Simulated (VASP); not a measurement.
# GaP (F-43m) in VASP: a series of runs, part 2 of 2

VASP 6.6.1. Earlier steps stand in the parts before.

**3. Single point, PBE-based screened hybrid with 100 % exact exchange**

Input file POSCAR:

```
GaP
1.0
    0.0000000000      2.7253992957      2.7253992957
    2.7253992957      0.0000000000      2.7253992957
    2.7253992957      2.7253992957      0.0000000000
Ga P
1 1
Direct
    0.0000000000      0.0000000000      0.0000000000
    0.2500000000      0.2500000000      0.2500000000
```

Input file INCAR.step1:

```
SYSTEM = GaP
PREC = Accurate ; ENCUT = 400
EDIFF = 1E-5 ; ISMEAR = 0
SIGMA = 0.01 ; LREAL = .False.
LASPH = .True. ; NELM = 120
ALGO = Normal ; ISIF = 2
LWAVE = .True. ; LCHARG = .False.
GGA = PE ; NBANDS = 16
GGA_COMPAT = .False.
```

Input file INCAR.step2:

```
SYSTEM = GaP
PREC = Accurate ; ENCUT = 400
EDIFF = 1E-6 ; ISMEAR = 0
SIGMA = 0.01 ; LREAL = .False.
LASPH = .True. ; NELM = 120
ALGO = Normal ; ISIF = 2
LWAVE = .False. ; LCHARG = .False.
GGA = PE ; LHFCALC = .True.
AEXX = 1.0 ; HFSCREEN = 0.1
PRECFOCK = Normal ; ISTART = 1
NBANDS = 16 ; ALDAC = 1.0
AGGAC = 1.0 ; GGA_COMPAT = .False.
```

Input file KPOINTS:

```
Automatic mesh
0
Gamma
  4 4 4
  0 0 0
```

Potentials or basis: VASP PAW PBE potentials, release 64 (Ga_d, P).

Started as:

```
$ cat potpaw_PBE.64/Ga_d/POTCAR potpaw_PBE.64/P/POTCAR > POTCAR
$ cp INCAR.step1 INCAR
$ mpirun -np 1 vasp_std > vasp.out
$ cp INCAR.step2 INCAR
$ mpirun -np 1 vasp_std > vasp.out
```

OUTCAR:

```text
SYSTEM = GaP
   PREC = Accurate
   ENCUT = 400
   EDIFF = 1E-6
   ISMEAR = 0
   LREAL = .False.
   LASPH = .True.
   NELM = 120
   ISIF = 2
   GGA = PE
   LHFCALC = .True.
   AEXX = 1.0
   HFSCREEN = 0.1
   PRECFOCK = Normal
   ISTART = 1

 ion  position               nearest neighbor table
   1  0.000  0.000  0.000-   2 2.36   2 2.36   2 2.36   2 2.36
   2  0.250  0.250  0.250-   1 2.36   1 2.36   1 2.36   1 2.36

  LATTYP: Found a face centered cubic cell.
 ALAT       =     5.4507985914

  Lattice vectors:

 A1 = (   0.0000000000,   2.7253992957,   2.7253992957)
 A2 = (   2.7253992957,   0.0000000000,   2.7253992957)
 A3 = (   2.7253992957,   2.7253992957,   0.0000000000)

Analysis of symmetry for initial positions (statically):
=====================================================================
 Subroutine PRICEL returns:
 Original cell was already a primitive cell.

 Routine SETGRP: Setting up the symmetry group for a
 face centered cubic supercell.

[... 154 lines left out ...]
  free energy    TOTEN  =       -18.47683993 eV

  energy without entropy =      -18.47683993  energy(sigma->0) =      -18.47683993

 E-fermi :   1.8782     XC(G=0):  -2.3824

 val. band max:        1.8248307879   @ k =   0.0000   0.0000   0.0000
 cond. band min:       7.8130015499   @ k =   0.5000   0.5000   0.0000
 fundamental gap:      5.9881707620
 Fermi energy:         1.8781885463

 k-point     1 :       0.0000    0.0000    0.0000
  band No.  band energies     occupation
      1     -22.9658      2.00000
      2     -22.9658      2.00000
      3     -22.9658      2.00000
      4     -22.8470      2.00000
      5     -22.8470      2.00000
      6     -15.6150      2.00000
[... 129 lines left out ...]
      3     -22.9197      2.00000
      4     -22.8589      2.00000
      5     -22.8425      2.00000
      6     -11.6033      2.00000
[... 8 lines left out ...]
     15      21.1130      0.00000
     16      22.5954      0.00000

------------------------ aborting loop because EDIFF is reached ----------------------------------------

  FORCE on cell =-STRESS in cart. coord.  units (eV):
  Direction    XX          YY          ZZ          XY          YZ          ZX
  --------------------------------------------------------------------------------------
  -------------------------------------------------------------------------------------
  Total       -1.2488710     -1.2488710     -1.2488710     -0.0000000     -0.0000000     -0.0000000
  in kB      -49.4205682    -49.4205682    -49.4205682     -0.0000000     -0.0000000     -0.0000000
  external PRESSURE =     -49.4205682 kB  Pullay stress =       0.0000000 kB

 VOLUME and BASIS-vectors are now :
 -----------------------------------------------------------------------------
  energy-cutoff  :      400.00
  volume of cell :       40.49
      direct lattice vectors                 reciprocal lattice vectors
     0.000000000  2.725399296  2.725399296    -0.183459356  0.183459356  0.183459356
     2.725399296  0.000000000  2.725399296     0.183459356 -0.183459356  0.183459356
     2.725399296  2.725399296  0.000000000     0.183459356  0.183459356 -0.183459356

 POSITION                                       TOTAL-FORCE (eV/Angst)
 -----------------------------------------------------------------------------------
      0.00000      0.00000      0.00000        -0.000000     -0.000000     -0.000000
      1.36270      1.36270      1.36270         0.000000      0.000000      0.000000
 -----------------------------------------------------------------------------------
    total drift:                                0.000060      0.000065      0.000043

  FREE ENERGIE OF THE ION-ELECTRON SYSTEM (eV)
  ---------------------------------------------------
  free  energy   TOTEN  =       -18.4768399332 eV

  energy  without entropy=      -18.4768399332  energy(sigma->0) =      -18.47683993
```

OUTCAR.step1:

```text
SYSTEM = GaP
   PREC = Accurate
   ENCUT = 400
   EDIFF = 1E-5
   ISMEAR = 0
   LREAL = .False.
   LASPH = .True.
[... 355 lines left out ...]
      0.00000      0.00000      0.00000        -0.000000     -0.000000     -0.000000
      1.36270      1.36270      1.36270         0.000000      0.000000      0.000000
 -----------------------------------------------------------------------------------
    total drift:                                0.000001      0.000001      0.000001

  FREE ENERGIE OF THE ION-ELECTRON SYSTEM (eV)
  ---------------------------------------------------
  free  energy   TOTEN  =        -8.9751087944 eV

  energy  without entropy=       -8.9751087944  energy(sigma->0) =       -8.97510879
```

OSZICAR.step1:

```text
N       E                     dE             d eps       ncg     rms          rms(c)
DAV:   1     0.720791795550E+02    0.72079E+02   -0.81134E+03   272   0.135E+03
DAV:   2    -0.320666438241E+01   -0.75286E+02   -0.71429E+02   288   0.272E+02
DAV:   3    -0.918788956382E+01   -0.59812E+01   -0.59644E+01   344   0.628E+01
DAV:   4    -0.927144273066E+01   -0.83553E-01   -0.83537E-01   320   0.802E+00
DAV:   5    -0.927297865685E+01   -0.15359E-02   -0.15359E-02   336   0.939E-01    0.427E+00
DAV:   6    -0.900367194050E+01    0.26931E+00   -0.40300E-01   392   0.107E+01    0.286E+00
DAV:   7    -0.897347214215E+01    0.30200E-01   -0.10586E-01   336   0.213E+00    0.116E+00
DAV:   8    -0.897441471464E+01   -0.94257E-03   -0.15521E-02   304   0.149E+00    0.203E-01
DAV:   9    -0.897493307335E+01   -0.51836E-03   -0.15189E-03   296   0.553E-01    0.826E-02
DAV:  10    -0.897502319267E+01   -0.90119E-04   -0.12990E-04   376   0.117E-01    0.410E-02
DAV:  11    -0.897510911708E+01   -0.85924E-04   -0.11598E-04   296   0.887E-02    0.505E-03
DAV:  12    -0.897510879439E+01    0.32269E-06   -0.29227E-06   232   0.229E-02
   1 F= -.89751088E+01 E0= -.89751088E+01  d E =-.138110E-25
```

Wall time 5.9 min (1 thread of Intel Xeon Platinum 8375C at 2.90GHz (Ice Lake), shared host); peak memory 0.26 GiB.

What came out:

```
Free energy            : -18.4768 eV
Pressure               : -4.9 GPa
Band gap on the k mesh : 5.99 eV (least direct gap 7.79 eV)
```

Caveat: the k points lie up to 0.50 Å⁻¹ apart; the PAW data sets were made with another functional, which shifts forces and pressure a little. A k mesh can miss the band edges.

**4. Single point, r2SCAN50**

POSCAR is that of step 3.

Input file INCAR.step1:

```
SYSTEM = GaP
  PREC = Accurate
  ENCUT = 440
  EDIFF = 1E-5
  ISMEAR = 0
  SIGMA = 0.01
  LREAL = .FALSE.
  LASPH = .TRUE.
  NELM = 120
  ALGO = Normal
  ISIF = 2
  LWAVE = .TRUE.
  LCHARG = .FALSE.
  GGA = PE
  NBANDS = 16
  GGA_COMPAT = .FALSE.
```

Input file INCAR.step2:

```
SYSTEM = GaP
  PREC = Accurate
  ENCUT = 440
  EDIFF = 1E-6
  ISMEAR = 0
  SIGMA = 0.01
  LREAL = .FALSE.
  LASPH = .TRUE.
  NELM = 120
  ALGO = Normal
  ISIF = 2
  LWAVE = .FALSE.
  LCHARG = .FALSE.
  METAGGA = R2SCAN
  LHFCALC = .TRUE.
  AEXX = 0.5
  LMIXTAU = .TRUE.
  PRECFOCK = Normal
  ISTART = 1
  NBANDS = 16
  GGA_COMPAT = .FALSE.
```

Input file KPOINTS:

```
regular mesh
0
G
  4 4 4
  0 0 0
```

Started as:

```
$ cat potpaw_PBE.64/Ga_d/POTCAR potpaw_PBE.64/P/POTCAR > POTCAR
$ cp INCAR.step1 INCAR
$ mpirun -np 1 vasp_std > vasp.out
$ cp INCAR.step2 INCAR
$ mpirun -np 1 vasp_std > vasp.out
```

Run time: 4.8 min. Hardware: 1 thread of Intel Xeon Platinum 8375C at 2.90GHz (Ice Lake), shared host; peak memory 0.17 GiB.

The run converged. Its results:

```yaml
Free_energy: -20.7473 eV
Pressure: -1.8 GPa
Band_gap_on_the_k_mesh: 4.50 eV (least direct gap 5.40 eV)
```

Levels at points of the mesh, in eV from the valence-band top:
| k point | band 6 | band 7 | band 8 | band 9 | band 10 | band 11 | band 12 | band 13 |
| --- | --- | --- | --- | --- | --- | --- | --- | --- |
| (0.00, 0.00, 0.00) | -15.24 | 0.00 | 0.00 | 0.00 | 5.40 | 7.26 | 7.26 | 7.26 |
| (0.50, 0.00, 0.00) | -12.81 | -7.95 | -1.33 | -1.33 | 4.96 | 8.13 | 8.13 | 11.86 |
| (0.50, 0.50, 0.00) | -11.74 | -8.02 | -3.22 | -3.22 | 4.50 | 4.90 | 15.26 | 15.26 |

Caveat: the k points lie up to 0.50 Å⁻¹ apart; the PAW data sets were made with another functional, which shifts forces and pressure a little. A k mesh can miss the band edges.

**5. The runs side by side**

```tsv
level	k mesh	cutoff (eV)	grid for exact exchange (PRECFOCK)	share of exact exchange	screening parameter	gap on the mesh (eV)	pressure (GPa)
r2SCAN	6 × 6 × 6, shifted	550	-	-	-	2.16	0.0
PBE-based screened hybrid with 100 % exact exchange	4 × 4 × 4	400	Normal	1	0.1 1/Å	5.99	-4.9
r2SCAN50	4 × 4 × 4	440	Normal	0.5	-	4.50	-1.8
```

Alike in all rows: task single point; potentials or basis VASP PAW PBE potentials, release 64 (Ga_d, P); no spin polarisation; cell as given; smearing gaussian 0.01 eV.

Caveats: some runs use coarse meshes; the PAW data sets were made with another functional, which shifts forces and pressure a little; a shifted mesh leaves out Γ, where band edges can lie (at least some runs).

Absolute energies hang on the potentials; compare differences alone.
